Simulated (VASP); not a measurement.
# KF (Fm-3m) in VASP: further runs

Aim: see how the results for KF move with the level of theory and the settings. Levels: PBE, LDA. Tasks: single point.

Program: VASP 6.6.1. These are calculated values, not measurements. Logs are shortened: lines on timing, memory, paths and dates and some standing lists are left out, and cuts for length are marked.

**1. The cell of the first run**

It takes space group Fm-3m (No. 225, cubic). The conventional cell has a = 5.318 Å, b = 5.318 Å, c = 5.318 Å, α = 90.00°, β = 90.00°, γ = 90.00°. Within 3.5 Å of K (site symmetry m-3m) lie 6 F at 2.66 Å. Within 3.5 Å of F (site symmetry m-3m) lie 6 K at 2.66 Å.

**2. Single point, PBE**

INCAR

```
PREC = Accurate
ENCUT = 520
EDIFF = 1E-7
ISMEAR = -1
SIGMA = 0.02
LREAL = F
LASPH = T
NELM = 60
ALGO = Normal
ISIF = 2
LWAVE = F
LCHARG = F
GGA = PE
NBANDS = 15
```

KPOINTS

```
Automatic mesh
0
Gamma
  8 8 8
```

POSCAR

```
KF
1.0
    0.0000000000      2.6589614660      2.6589614660
    2.6589614660      0.0000000000      2.6589614660
    2.6589614660      2.6589614660      0.0000000000
K F
1 1
Direct
    0.0000000000      0.0000000000      0.0000000000
    0.5000000000      0.5000000000      0.5000000000
```

Potentials or basis: VASP PAW PBE potentials, release 64 (K_sv, F).

The run is started by

```bash
$ cat potpaw_PBE.64/K_sv/POTCAR potpaw_PBE.64/F/POTCAR > POTCAR
$ mpirun -np 1 vasp_std > vasp.out
```

OUTCAR:

```text
PREC = Accurate
   ENCUT = 520
   EDIFF = 1E-7
   ISMEAR = -1
   LREAL = F
   LASPH = T
   NELM = 60
   ISIF = 2
   GGA = PE

 ion  position               nearest neighbor table
   1  0.000  0.000  0.000-   2 2.66   2 2.66   2 2.66   2 2.66   2 2.66   2 2.66
   2  0.500  0.500  0.500-   1 2.66   1 2.66   1 2.66   1 2.66   1 2.66   1 2.66

  LATTYP: Found a face centered cubic cell.
 ALAT       =     5.3179229320

  Lattice vectors:

 A1 = (   0.0000000000,   2.6589614660,   2.6589614660)
 A2 = (   2.6589614660,   0.0000000000,   2.6589614660)
 A3 = (   2.6589614660,   2.6589614660,   0.0000000000)

Analysis of symmetry for initial positions (statically):
=====================================================================
 Subroutine PRICEL returns:
 Original cell was already a primitive cell.

 Routine SETGRP: Setting up the symmetry group for a
 face centered cubic supercell.

 Subroutine GETGRP returns: Found 48 space group operations
 (whereof 48 operations were pure point group operations)
 out of a pool of 48 trial point group operations.

The static configuration has the point symmetry O_h .

Analysis of symmetry for dynamics (positions and initial velocities):
=====================================================================
 Subroutine PRICEL returns:
 Original cell was already a primitive cell.

 Routine SETGRP: Setting up the symmetry group for a
 face centered cubic supercell.

 Subroutine GETGRP returns: Found 48 space group operations
 (whereof 48 operations were pure point group operations)
 out of a pool of 48 trial point group operations.

The dynamic configuration has the point symmetry O_h .

 Subroutine INISYM returns: Found 48 space group operations
 (whereof 48 operations are pure point group operations),
 and found     1 'primitive' translations

----------------------------------------------------------------------------------------

                                     Primitive cell

  volume of cell :      37.5981

  direct lattice vectors                    reciprocal lattice vectors
     0.000000000  2.658961466  2.658961466    -0.188043342  0.188043342  0.188043342
     2.658961466  0.000000000  2.658961466     0.188043342 -0.188043342  0.188043342
     2.658961466  2.658961466  0.000000000     0.188043342  0.188043342 -0.188043342

  length of vectors
     3.760339367  3.760339367  3.760339367     0.325700622  0.325700622  0.325700622

  position of ions in fractional coordinates (direct lattice)
     0.000000000  0.000000000  0.000000000
     0.500000000  0.500000000  0.500000000

  ion indices of the primitive-cell ions
   primitive index   ion index
                 1           1
                 2           2

----------------------------------------------------------------------------------------

 KPOINTS: Automatic mesh

Automatic generation of k-mesh.
 Grid dimensions read from file:
 generate k-points for:    8    8    8

 Generating k-lattice:

  Cartesian coordinates                     Fractional coordinates (reciprocal lattice)
    -0.023505418  0.023505418  0.023505418     0.125000000  0.000000000  0.000000000
     0.023505418 -0.023505418  0.023505418     0.000000000  0.125000000  0.000000000
     0.023505418  0.023505418 -0.023505418     0.000000000  0.000000000  0.125000000

  Length of vectors
     0.040712578  0.040712578  0.040712578

  Shift w.r.t. Gamma in fractional coordinates (k-lattice)
     0.000000000  0.000000000  0.000000000

 Subroutine IBZKPT returns following result:
 ===========================================

 Found     29 irreducible k-points:

 Following reciprocal coordinates:
            Coordinates               Weight
  0.000000  0.000000  0.000000      1.000000
  0.125000  0.000000  0.000000      8.000000
  0.250000  0.000000  0.000000      8.000000
  0.375000  0.000000  0.000000      8.000000
  0.500000  0.000000  0.000000      4.000000
  0.125000  0.125000  0.000000      6.000000
[... 16 lines left out ...]
  0.500000  0.250000  0.125000     48.000000
 -0.375000  0.250000  0.125000     24.000000
 [... further k-points ...]
   k-points           NKPTS =     29   k-points in BZ     NKDIM =     29   number of bands    NBANDS=     15
   number of dos      NEDOS =    301   number of ions     NIONS =      2
   total plane-waves  NPLWV =  21952
   dimension x,y,z NGX =    28 NGY =   28 NGZ =   28
   dimension x,y,z NGXF=    56 NGYF=   56 NGZF=   56
   ions per type =               1   1
   NGX,Y,Z   is equivalent  to a cutoff of  12.38, 12.38, 12.38 a.u.
   NGXF,Y,Z  is equivalent  to a cutoff of  24.76, 24.76, 24.76 a.u.
 SYSTEM =  unknown system
   PREC   = accura    normal or accurate (medium, high low for compatibility)
   ISTART =      0    job   : 0-new  1-cont  2-samecut
   ICHARG =      2    charge: 1-file 2-atom 10-const
   ISPIN  =      1    spin polarized calculation?
   LNONCOLLINEAR =      F non collinear calculations
   LSORBIT =      F    spin-orbit coupling
   LASPH  =      T    aspherical Exc in radial PAW
   ENCUT  =  520.0 eV  38.22 Ry    6.18 a.u.   6.99  6.99  6.99*2*pi/ulx,y,z
   NELM   =     60;   NELMIN=  2; NELMDL= -5     # of ELM steps
   EDIFF  = 0.1E-06   stopping-criterion for ELM
   LREAL  =      F    real-space projection
   EDIFFG = 0.1E-05   stopping-criterion for IOM
   NSW    =      0    number of steps for IOM
   IBRION =     -1    ionic relax: 0-MD 1-quasi-New 2-CG
   NFREE  =      0    steps in history (QN), initial steepest desc. (CG)
   ISIF   =      2    stress and relaxation
   ISYM   =      2    0-nonsym 1-usesym 2-fastsym
   POTIM  = 0.5000    time-step for ionic-motion
   TEBEG  =    0.0;   TEEND  =   0.0 temperature during run
   PSTRESS=    0.0 pullay stress
   NELECT =      16.0000    total number of electrons
   NUPDOWN=      -1.0000    fix difference up-down
   EMIN   =  10.00;   EMAX   =-10.00  energy-range for DOS
   EFERMI =   0.00;   METHOD = LEGACY
   ISMEAR =    -1;   SIGMA  =   0.02  broadening in eV -4-tet -1-fermi 0-gaus
   EFERMI_NEDOS =   21; number of points for ismear=-14 and -15
   IALGO  =     38    algorithm
   IMIX   =      4    mixing-type and parameters
     AMIX     =   0.40;   BMIX     =  1.00
     AMIX_MAG =   1.60;   BMIX_MAG =  1.00
  volume/ion in A,a.u.               =      18.80       126.86
  Fermi-wavevector in a.u.,A,eV,Ry     =   1.231382  2.326974 20.630534  1.516302
  Thomas-Fermi vector in A             =   2.366194
   LORBIT       =      0    0 simple, 1 ext, 2 COOP (PROOUT), +10 PAW based schemes
   GGA     = PE    functional components
   LHFCALC =     F    Hartree Fock is set to
   AEXX    =    0.0000 exact exchange contribution
   IVDW    =     0    specifies the selected vdW correction
   LEPSILON=     F    determine dielectric tensor
   LRPA    =     F    only Hartree local field effects (RPA)
 non-spin polarized calculation
  energy-cutoff  :      520.00
  volume of cell :       37.60
 maximum number of plane-waves:      1036
   NGX = 13   NGY = 13   NGZ = 13

 number of electron      16.0000010 magnetization

 Free energy of the ion-electron system (eV)
  ---------------------------------------------------
  ext. energy  EPLUGINS =         0.00000000
  ---------------------------------------------------
  free energy    TOTEN  =        -8.28359332 eV

  energy without entropy =       -8.28359332  energy(sigma->0) =       -8.28359332

 E-fermi :  -2.3216     XC(G=0):  -8.4698

 val. band max:       -2.7652774333   @ k =   0.0000   0.0000   0.0000
 cond. band min:       3.4771527837   @ k =   0.0000   0.0000   0.0000
 fundamental gap:      6.2424302170
 Fermi energy:        -2.3215813866

 k-point     1 :       0.0000    0.0000    0.0000
  band No.  band energies     occupation
      1     -28.8629      2.00000
      2     -21.4291      2.00000
      3     -12.1024      2.00000
      4     -12.1024      2.00000
      5     -12.1024      2.00000
      6      -2.7653      2.00000
      7      -2.7653      2.00000
      8      -2.7653      2.00000
      9       3.4772      0.00000
     10       7.9543      0.00000
     11       7.9543      0.00000
     12       7.9543      0.00000
     13       9.6455      0.00000
     14       9.6455      0.00000
     15      14.2712      0.00000

 k-point     2 :       0.1250    0.0000    0.0000
  band No.  band energies     occupation
      1     -28.8482      2.00000
      2     -21.4433      2.00000
      3     -12.1445      2.00000
      4     -12.1080      2.00000
      5     -12.1080      2.00000
      6      -2.9082      2.00000
      7      -2.8198      2.00000
      8      -2.8198      2.00000
      9       3.9156      0.00000
     10       7.7065      0.00000
     11       8.1673      0.00000
     12       8.1673      0.00000
     13       9.7938      0.00000
     14       9.7938      0.00000
     15      15.0300      0.00000

 k-point     3 :       0.2500    0.0000    0.0000
  band No.  band energies     occupation
      1     -28.8125      2.00000
      2     -21.4768      2.00000
      3     -12.2451      2.00000
      4     -12.1214      2.00000
      5     -12.1214      2.00000
      6      -3.2114      2.00000
      7      -2.9485      2.00000
      8      -2.9485      2.00000
      9       5.0050      0.00000
     10       7.3710      0.00000
     11       8.6949      0.00000
     12       8.6949      0.00000
     13      10.2520      0.00000
     14      10.2520      0.00000
     15      16.0403      0.00000
[... 343 lines left out ...]
 k-point    23 :       0.5000    0.2500    0.1250
  band No.  band energies     occupation
      1     -28.7604      2.00000
      2     -21.4949      2.00000
      3     -12.3890      2.00000
      4     -12.3109      2.00000
      5     -12.1695      2.00000
      6      -3.3382      2.00000
      7      -3.0721      2.00000
      8      -2.9257      2.00000
      9       6.5226      0.00000
     10       6.9490      0.00000
     11       9.0555      0.00000
     12       9.8747      0.00000
     13      10.8283      0.00000
     14      11.8036      0.00000
     15      13.6211      0.00000

 k-point    24 :      -0.3750    0.2500    0.1250
  band No.  band energies     occupation
      1     -28.7488      2.00000
      2     -21.5005      2.00000
      3     -12.4349      2.00000
      4     -12.3282      2.00000
      5     -12.1773      2.00000
      6      -3.3448      2.00000
      7      -3.0505      2.00000
      8      -3.0245      2.00000
      9       6.6916      0.00000
     10       7.3984      0.00000
     11       8.9938      0.00000
     12      10.0306      0.00000
     13      11.3038      0.00000
     14      12.3776      0.00000
     15      12.6571      0.00000

 [... further k-points ...]
[... 5 lines left out ...]
  --------------------------------------------------------------------------------------
  -------------------------------------------------------------------------------------
  Total        0.4611665      0.4611665      0.4611665      0.0000000      0.0000000      0.0000000
  in kB       19.6517922     19.6517922     19.6517922      0.0000000      0.0000000      0.0000000
  external PRESSURE =      19.6517922 kB  Pullay stress =       0.0000000 kB

 VOLUME and BASIS-vectors are now :
 -----------------------------------------------------------------------------
  energy-cutoff  :      520.00
  volume of cell :       37.60
      direct lattice vectors                 reciprocal lattice vectors
     0.000000000  2.658961466  2.658961466    -0.188043342  0.188043342  0.188043342
     2.658961466  0.000000000  2.658961466     0.188043342 -0.188043342  0.188043342
     2.658961466  2.658961466  0.000000000     0.188043342  0.188043342 -0.188043342

 POSITION                                       TOTAL-FORCE (eV/Angst)
 -----------------------------------------------------------------------------------
      0.00000      0.00000      0.00000        -0.000000     -0.000000     -0.000000
      2.65896      2.65896      2.65896         0.000000      0.000000      0.000000
 -----------------------------------------------------------------------------------
    total drift:                                0.000000      0.000000      0.000000

  FREE ENERGIE OF THE ION-ELECTRON SYSTEM (eV)
  ---------------------------------------------------
  free  energy   TOTEN  =        -8.2835933191 eV

  energy  without entropy=       -8.2835933191  energy(sigma->0) =       -8.28359332
```

Wall time 16 s (1 thread of Intel Xeon Platinum 8488C (Sapphire Rapids), shared host); peak memory 0.16 GiB.

Results:

```yaml
Free_energy: -8.2836 eV
Pressure: 2.0 GPa
Band_gap_on_the_k_mesh: 6.24 eV, direct
```

A k mesh can miss the band edges. Expect the measured gap to be larger: semilocal functionals such as PBE lack the derivative discontinuity.

(Part 1 of 2 ends here.)
